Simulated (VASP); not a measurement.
The system is Ir.

```
CELL_PARAMETERS angstrom
0.00000 1.92211 1.92211
1.92211 0.00000 1.92211
1.92211 1.92211 0.00000
ATOMIC_POSITIONS crystal
Ir 0.00000 0.00000 0.00000
```

Base run:

* Program: VASP 6.6.1
* Functional: r2SCAN
* Potentials or basis: VASP PAW PBE potentials, release 64 (Ir)
* Cutoff: 520 eV
* k mesh: 18 × 18 × 18
* Occupations: gaussian, width 0.1 eV
* Spin: no spin polarisation

Its results: pressure 2.5 GPa.

Task: The run is repeated on the same cell with these changes: potentials or basis from VASP PAW PBE potentials, release 64 (Ir) to VASP PAW PBE potentials, release 64 (Ir_sv_GW); cutoff from 520 eV to 550 eV; further incar settings from ALGO = Normal; EDIFF = 1e-06; NBANDS = 10 to ALGO = Normal; EDIFF = 1e-06; NBANDS = 14; valence electrons from 9 to 17. What comes out?

Result: Pressure -2.2 GPa.

Caveats: the PAW data sets were made with another functional, which shifts forces and pressure a little.
